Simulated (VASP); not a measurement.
The system is Co.

```xyz
4
Lattice="2.4937 0.0000 0.0000 -1.2469 2.1596 0.0000 0.0000 0.0000 8.0602" Properties=species:S:1:pos:R:3 pbc="T T T"
Co    0.0000    1.4397    1.0075
Co    1.2469    0.7199    3.0226
Co    0.0000    1.4397    5.0376
Co    1.2469    0.7199    7.0527
```

Base run:

| Property | Result |
| --- | --- |
| Program | VASP 6.6.1 |
| Functional | PBE |
| Potentials or basis | VASP PAW PBE potentials, release 64 (Co) |
| Cutoff | 520 eV |
| k mesh | 16 × 16 × 4 |
| Occupations | gaussian, width 0.05 eV |
| Spin | collinear spin, antiferromagnetic start |
| Starting moments | [1.5, 1.5, -1.5, -1.5] μB |

Its results: pressure -1.8 GPa; net moment 0.00 μB per cell; site moments Co +1.48, -1.48 μB.

Task: The run is repeated on the same cell with these changes: spin from collinear spin, antiferromagnetic start to collinear spin, ferromagnetic start; moments at the start from [1.5, 1.5, -1.5, -1.5] to [1.5, 1.5, 1.5, 1.5]. What comes out?

Result: Pressure -1.1 GPa; net moment 6.30 μB per cell; site moments Co +1.60 μB.
